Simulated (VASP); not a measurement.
# Al2Co (P6/mmm) in VASP: a series of runs

Runs on Al2Co. Level: PBE. Tasks: relaxation of cell and atoms.

Everything below comes from runs of VASP 6.6.1. Logs are shortened: lines on timing, memory, paths and dates and some standing lists are left out, and cuts for length are marked.

**1. The cell of the first run**

It takes space group P6/mmm (No. 191, hexagonal). The conventional cell has a = 3.714 Å, b = 3.714 Å, c = 3.512 Å, α = 90.00°, β = 90.00°, γ = 120.00°. Al (site symmetry -6m2) has 3 Al at 2.14 Å and 6 Co at 2.77 Å within 2.8 Å. Within 3.8 Å of Co (site symmetry 6/mmm) lie 12 Al at 2.77 Å and 8 Co at 3.51 to 3.71 Å.

The cell was built from a structure type or drawn by symmetry, and may not be a known phase.

**2. Relaxation of cell and atoms, PBE, collinear spin, ferromagnetic start**

Contents of INCAR:

```
  PREC = Accurate
  ENCUT = 600
  EDIFF = 1E-6
  ISMEAR = 0
  SIGMA = 0.1
  LREAL = F
  LASPH = T
  NELM = 150
  ALGO = Normal
  ISIF = 3
  LWAVE = F
  LCHARG = F
  ISPIN = 2
  MAGMOM = 0 0 3
  LORBIT = 11
  LMAXMIX = 4
  GGA = PE
  IBRION = 2
  NSW = 90
  EDIFFG = -0.04
```

Contents of KPOINTS:

```
Automatic mesh
0
Gamma
  6 6 6
```

Contents of POSCAR:

```
Al2Co
1.0
    3.7142229900      0.0000000000      0.0000000000
   -1.8571115000      3.2166114700      0.0000000000
    0.0000000000      0.0000000000      3.5122667800
Al Co
2 1
Direct
    0.3333333300      0.6666666700      0.5000000000
    0.6666666700      0.3333333300      0.5000000000
    0.0000000000      0.0000000000      0.0000000000
```

Potentials or basis: VASP PAW PBE potentials, release 64 (Al, Co).

Launch:

```console
> cat potpaw_PBE.64/Al/POTCAR potpaw_PBE.64/Co/POTCAR > POTCAR
> mpirun -np 1 vasp_std > vasp.out
```

OUTCAR:

```text
PREC = Accurate
   ENCUT = 600
   EDIFF = 1E-6
   ISMEAR = 0
   LREAL = F
   LASPH = T
   NELM = 150
   ISIF = 3
   ISPIN = 2
   LORBIT = 11
   GGA = PE
   IBRION = 2
   NSW = 90
   EDIFFG = -0.04

 ion  position               nearest neighbor table
   1  0.333  0.667  0.500-   2 2.14   2 2.14   2 2.14   3 2.77   3 2.77   3 2.77   3 2.77   3 2.77
                             3 2.77
   2  0.667  0.333  0.500-   1 2.14   1 2.14   1 2.14   3 2.77   3 2.77   3 2.77   3 2.77   3 2.77
                             3 2.77
   3  0.000  0.000  0.000-   1 2.77   2 2.77   1 2.77   2 2.77   2 2.77   2 2.77   1 2.77   1 2.77
                             2 2.77   2 2.77   1 2.77   1 2.77

  LATTYP: Found a hexagonal cell.
 ALAT       =     3.7142229900
 C/A-ratio  =     0.9456262560

  Lattice vectors:

 A1 = (   3.7142229900,   0.0000000000,   0.0000000000)
 A2 = (  -1.8571115000,   3.2166114700,   0.0000000000)
 A3 = (   0.0000000000,   0.0000000000,   3.5122667800)

Analysis of symmetry for initial positions (statically):
=====================================================================
 Subroutine PRICEL returns:
 Original cell was already a primitive cell.

 Routine SETGRP: Setting up the symmetry group for a
 hexagonal supercell.

 Subroutine GETGRP returns: Found 24 space group operations
 (whereof 24 operations were pure point group operations)
 out of a pool of 24 trial point group operations.

The static configuration has the point symmetry D_6h.

Analysis of symmetry for dynamics (positions and initial velocities):
=====================================================================
 Subroutine PRICEL returns:
 Original cell was already a primitive cell.

 Routine SETGRP: Setting up the symmetry group for a
 hexagonal supercell.

 Subroutine GETGRP returns: Found 24 space group operations
 (whereof 24 operations were pure point group operations)
 out of a pool of 24 trial point group operations.

The dynamic configuration has the point symmetry D_6h.

Analysis of structural, dynamic, and magnetic symmetry:
=====================================================================
 Subroutine PRICEL returns:
 Original cell was already a primitive cell.

 Routine SETGRP: Setting up the symmetry group for a
 hexagonal supercell.

 Subroutine GETGRP returns: Found 24 space group operations
 (whereof 24 operations were pure point group operations)
 out of a pool of 24 trial point group operations.

The overall configuration has the point symmetry D_6h.

 Subroutine INISYM returns: Found 24 space group operations
 (whereof 24 operations are pure point group operations),
 and found     1 'primitive' translations

----------------------------------------------------------------------------------------

                                     Primitive cell

  volume of cell :      41.9618

  direct lattice vectors                    reciprocal lattice vectors
     3.714222990  0.000000000  0.000000000     0.269235316  0.155443082  0.000000000
    -1.857111500  3.216611470  0.000000000     0.000000000  0.310886164  0.000000000
     0.000000000  0.000000000  3.512266780     0.000000000  0.000000000  0.284716413

  length of vectors
     3.714222990  3.714222997  3.512266780     0.310886164  0.310886164  0.284716413

  position of ions in fractional coordinates (direct lattice)
     0.333333330  0.666666670  0.500000000
     0.666666670  0.333333330  0.500000000
     0.000000000  0.000000000  0.000000000

  ion indices of the primitive-cell ions
   primitive index   ion index
                 1           1
                 2           2
                 3           3

----------------------------------------------------------------------------------------

 KPOINTS: Automatic mesh

Automatic generation of k-mesh.
 Grid dimensions read from file:
 generate k-points for:    6    6    6

 Generating k-lattice:

  Cartesian coordinates                     Fractional coordinates (reciprocal lattice)
     0.044872553  0.025907180  0.000000000     0.166666667 -0.000000000  0.000000000
     0.000000000  0.051814361  0.000000000     0.000000000  0.166666667  0.000000000
     0.000000000  0.000000000  0.047452736     0.000000000  0.000000000  0.166666667

  Length of vectors
     0.051814361  0.051814361  0.047452736

[... 42 lines left out ...]
   NGXF,Y,Z  is equivalent  to a cutoff of  26.86, 26.86, 26.51 a.u.
 SYSTEM =  unknown system
   PREC   = accura    normal or accurate (medium, high low for compatibility)
   ISTART =      0    job   : 0-new  1-cont  2-samecut
   ICHARG =      2    charge: 1-file 2-atom 10-const
   ISPIN  =      2    spin polarized calculation?
   LNONCOLLINEAR =      F non collinear calculations
   LSORBIT =      F    spin-orbit coupling
   LASPH  =      T    aspherical Exc in radial PAW
   ENCUT  =  600.0 eV  44.10 Ry    6.64 a.u.   7.42  7.42  7.01*2*pi/ulx,y,z
   NELM   =    150;   NELMIN=  2; NELMDL= -5     # of ELM steps
   EDIFF  = 0.1E-05   stopping-criterion for ELM
   LREAL  =      F    real-space projection
   EDIFFG = -.4E-01   stopping-criterion for IOM
   NSW    =     90    number of steps for IOM
   IBRION =      2    ionic relax: 0-MD 1-quasi-New 2-CG
   NFREE  =      1    steps in history (QN), initial steepest desc. (CG)
   ISIF   =      3    stress and relaxation
   ISYM   =      2    0-nonsym 1-usesym 2-fastsym
   POTIM  = 0.5000    time-step for ionic-motion
   TEBEG  =    0.0;   TEEND  =   0.0 temperature during run
   PSTRESS=    0.0 pullay stress
   NELECT =      15.0000    total number of electrons
   NUPDOWN=      -1.0000    fix difference up-down
   EMIN   =  10.00;   EMAX   =-10.00  energy-range for DOS
   EFERMI =   0.00;   METHOD = LEGACY
   ISMEAR =     0;   SIGMA  =   0.10  broadening in eV -4-tet -1-fermi 0-gaus
   EFERMI_NEDOS =   21; number of points for ismear=-14 and -15
   IALGO  =     38    algorithm
   IMIX   =      4    mixing-type and parameters
     AMIX     =   0.40;   BMIX     =  1.00
     AMIX_MAG =   1.60;   BMIX_MAG =  1.00
  volume/ion in A,a.u.               =      13.99        94.39
  Fermi-wavevector in a.u.,A,eV,Ry     =   1.161860  2.195598 18.366766  1.349919
  Thomas-Fermi vector in A             =   2.298428
   LORBIT       =     11    0 simple, 1 ext, 2 COOP (PROOUT), +10 PAW based schemes
   GGA     = PE    functional components
   LHFCALC =     F    Hartree Fock is set to
   AEXX    =    0.0000 exact exchange contribution
   IVDW    =     0    specifies the selected vdW correction
   LEPSILON=     F    determine dielectric tensor
   LRPA    =     F    only Hartree local field effects (RPA)
 conjugate gradient relaxation of ions
 spin polarized calculation
 Gauss-broadening in eV      SIGMA  =   0.10
  energy-cutoff  :      600.00
  volume of cell :       41.96
 maximum number of plane-waves:      1414
 NGX is ok and might be reduce to    30
   NGX = 15   NGY = 15   NGZ = 15

--------------------------------------- Ionic step        1  -------------------------------------------

 number of electron      14.9999995 magnetization       0.4379995

 Free energy of the ion-electron system (eV)
  ---------------------------------------------------
  ext. energy  EPLUGINS =         0.00000000
  ---------------------------------------------------
  free energy    TOTEN  =       -11.28000170 eV

  energy without entropy =      -11.26792651  energy(sigma->0) =      -11.27396411

------------------------ aborting loop because EDIFF is reached ----------------------------------------

  FORCE on cell =-STRESS in cart. coord.  units (eV):
  Direction    XX          YY          ZZ          XY          YZ          ZX
  --------------------------------------------------------------------------------------
  -------------------------------------------------------------------------------------
  Total       12.4995567     12.4995568     -7.5645109     -0.0000000      0.0000000      0.0000000
  in kB      477.2556938    477.2556953   -288.8267143     -0.0000007      0.0000000      0.0000000
  external PRESSURE =     221.8948916 kB  Pullay stress =       0.0000000 kB
[... 94 lines left out ...]
  FREE ENERGIE OF THE ION-ELECTRON SYSTEM (eV)
  ---------------------------------------------------
  free  energy   TOTEN  =       -13.5211480550 eV

  energy  without entropy=      -13.5009519573  energy(sigma->0) =      -13.51105001

[... ionic steps 4 to 7 ...]

--------------------------------------- Ionic step        8  -------------------------------------------

 number of electron      15.0000010 magnetization       0.0000025

 number of electron      15.0000010 magnetization      -0.0000056
[... 75 lines left out ...]
 number of electron      15.0000010 magnetization      -0.0000058

 number of electron      15.0000010 magnetization       0.0000099

 Free energy of the ion-electron system (eV)
  ---------------------------------------------------
  ext. energy  EPLUGINS =         0.00000000
  ---------------------------------------------------
  free energy    TOTEN  =       -14.61424582 eV

  energy without entropy =      -14.61055406  energy(sigma->0) =      -14.61239994

 E-fermi :   9.6596     XC(G=0): -11.4050

 val. band max:        9.6585060045   @ k =   0.1667   0.1667   0.3333
 cond. band min:       9.8090445210   @ k =   0.5000  -0.0000   0.3333
 fundamental gap:      0.1505385165
 Fermi energy:         9.6595583010

 spin component 1

 k-point     1 :       0.0000    0.0000    0.0000
  band No.  band energies     occupation
      1      -1.8327      1.00000
      2       5.9914      1.00000
      3       5.9914      1.00000
      4       7.0674      1.00000
      5       9.0448      1.00000
      6       9.0448      1.00000
      7       9.4416      0.99897
      8       9.4638      0.99718
      9       9.4638      0.99718
     10      10.9278      0.00000
     11      10.9278      0.00000
     12      14.1844      0.00000
     13      18.3745      0.00000
[... 356 lines left out ...]
      2       4.5964      1.00000
      3       6.6144      1.00000
      4       6.7139      1.00000
      5       7.0381      1.00000
      6       8.2903      1.00000
      7       9.1142      1.00000
      8      10.2550      0.00000
      9      10.7912      0.00000
     10      12.0517      0.00000
     11      12.4068      0.00000
     12      13.1695      0.00000
     13      14.2661      0.00000

 [... further k-points ...]

 spin component 2

 k-point     1 :       0.0000    0.0000    0.0000
  band No.  band energies     occupation
      1      -1.8327      1.00000
      2       5.9914      1.00000
      3       5.9914      1.00000
      4       7.0674      1.00000
      5       9.0448      1.00000
      6       9.0448      1.00000
      7       9.4416      0.99897
      8       9.4638      0.99718
      9       9.4638      0.99718
     10      10.9278      0.00000
     11      10.9278      0.00000
     12      14.1844      0.00000
     13      18.3745      0.00000
[... 398 lines left out ...]
  FREE ENERGIE OF THE ION-ELECTRON SYSTEM (eV)
  ---------------------------------------------------
  free  energy   TOTEN  =       -14.6142458176 eV

  energy  without entropy=      -14.6105540598  energy(sigma->0) =      -14.61239994

 reached required accuracy - stopping structural energy minimisation

 total charge

# of ion       s       p       d       tot
------------------------------------------
    1        0.406   0.423   0.000   0.829
    2        0.406   0.423   0.000   0.829
    3        0.375   0.406   7.401   8.182
--------------------------------------------------
tot          1.187   1.253   7.401   9.841

 magnetization (x)

# of ion       s       p       d       tot
------------------------------------------
    1        0.000   0.000   0.000   0.000
    2        0.000   0.000   0.000   0.000
    3       -0.000  -0.000  -0.000  -0.000
--------------------------------------------------
tot          0.000   0.000  -0.000  -0.000
```

Wall time 2.1 min (1 thread of Intel Xeon 6975P-C (Granite Rapids), shared host); peak memory 0.21 GiB.

What came out:

```
Free energy                                           : -14.6142 eV
Relaxed volume                                        : 13.32 Å³/atom
Relaxed cell                                          : a = 4.194 Å, b = 4.194 Å, c = 2.623 Å, α = 90.00°, β = 90.00°, γ = 120.00°
Space group after relaxing (to 0.1 Å)                 : P6/mmm (No. 191)
Energy gained by relaxing                             : 1111.4 meV/atom
Ionic steps                                           : 10
Pressure after relaxing                               : -0.1 GPa
Net moment                                            : 0.00 μB per cell
Valence electrons inside the program's atomic spheres : Al 0.83; Co 8.18
```

The path:
| step | energy change (eV) | largest force (eV/Å) | pressure (GPa) | volume (Å³) |
| --- | --- | --- | --- | --- |
| 1 | 0.0000 | 0.0000 | 22.19 | 41.96 |
| 2 | -2.2138 | 0.0000 | -17.39 | 53.16 |
| 3 | -2.2411 | 0.0000 | -14.62 | 51.35 |
| 4 | -3.2021 | 0.0000 | -9.02 | 43.55 |
| 5 | -3.2085 | 0.0000 | -7.52 | 43.07 |
| 6 | -3.3268 | 0.0000 | 2.72 | 39.14 |
| 7 | -3.3338 | 0.0000 | 0.38 | 39.79 |
| 8 | -3.3337 | 0.0000 | 0.28 | 39.85 |
| 9 | -3.3342 | 0.0000 | -0.21 | 40.00 |
| 10 | -3.3342 | 0.0000 | -0.08 | 39.96 |

Final structure:
```yaml
crystal:
  lattice:
    - [4.19409, 0.00000, 0.00000]
    - [-2.09704, 3.63219, 0.00000]
    - [0.00000, 0.00000, 2.62299]
  atoms:
    - { symbol: Al, position: [0.33333, 0.66667, 0.50000] }
    - { symbol: Al, position: [0.66667, 0.33333, 0.50000] }
    - { symbol: Co, position: [0.00000, 0.00000, 0.00000] }
```

Caveat: a cell axis changed by over 15 % at a fixed basis, so the end point is rough.

**3. Relaxation of cell and atoms, PBE**

This run uses another cell than the first one, of 13.30 Å³/atom.

Contents of INCAR:

```
SYSTEM = Al2Co
ALGO     = Fast           ! electronic algorithm
EDIFF    = 1E-6           ! SCF threshold, eV
EDIFFG   = -0.01          ! ionic threshold
ENCUT    = 600            ! plane-wave cutoff, eV
GGA      = PE             ! functional
IBRION   = 2              ! ionic algorithm
ISIF     = 3              ! what is computed and relaxed
ISMEAR   = 0              ! smearing method
LASPH    = .True.         ! aspherical terms in the spheres
LCHARG   = .False.        ! write CHGCAR
LREAL    = .False.        ! projectors in reciprocal space
LWAVE    = .False.        ! write WAVECAR
NELM     = 60             ! most SCF steps
NSW      = 100            ! ionic steps
PREC     = Accurate       ! precision mode
SIGMA    = 0.1            ! smearing width, eV
```

Contents of KPOINTS:

```
k-points
0
Gamma
  12 12 18
  0 0 0
```

Contents of POSCAR:

```
Al2Co
1.0
    4.1922177781      0.0000000000      0.0000000000
   -2.0961088891      3.6305670941      0.0000000000
    0.0000000000      0.0000000000      2.6218026687
Al Co
2 1
Direct
    0.3333333333      0.6666666667      0.5000000000
    0.6666666667      0.3333333333      0.5000000000
    0.0000000000      0.0000000000      0.0000000000
```

Potentials or basis: VASP PAW PBE potentials, release 64 (Al, Co).

Launch:

```console
> cat potpaw_PBE.64/Al/POTCAR potpaw_PBE.64/Co/POTCAR > POTCAR
> mpirun -np 1 vasp_std > vasp.out
```

Run time: 95 s. Hardware: 1 thread of Intel Xeon 6975P-C (Granite Rapids), shared host; peak memory 0.27 GiB.

Results (log left out):

```yaml
Free_energy: -14.6114 eV
Relaxed_volume: 13.29 Å³/atom
Relaxed_cell: a = 4.191 Å, b = 4.191 Å, c = 2.621 Å, α = 90.00°, β = 90.00°, γ = 120.00°
Space_group_after_relaxing_to_0.1_Å: P6/mmm (No. 191)
Ionic_steps: 4
Pressure_after_relaxing: 0.1 GPa
Band_gap_on_the_k_mesh: zero (an odd number of electrons rules out a gap without spin polarisation)
```

Final structure:
```
Al Co
1.0
     4.19083    0.00000    0.00000
    -2.09542    3.62937    0.00000
     0.00000    0.00000    2.62100
Al Co
2 1
Direct
  0.33333 0.66667 0.50000
  0.66667 0.33333 0.50000
  0.00000 0.00000 0.00000
```

Levels at points of the mesh, in eV from the Fermi level:
```csv
k point,band 6,band 7,band 8,band 9,band 10,band 11
"(0.00, 0.00, 0.00)",-0.57,-0.16,-0.15,-0.15,1.32,1.32
"(0.50, 0.00, 0.00)",-1.62,-0.65,-0.59,0.93,6.61,7.08
"(0.00, 0.00, 0.50)",-1.70,0.54,1.96,1.96,2.86,5.90
"(0.50, 0.00, 0.50)",-1.16,-1.13,0.48,1.02,2.27,2.57
```

Caveat: the run has no spin polarisation, though such a crystal can be magnetic. Spin polarisation is off, so any magnetic state and its effect on volume and gap are missing.
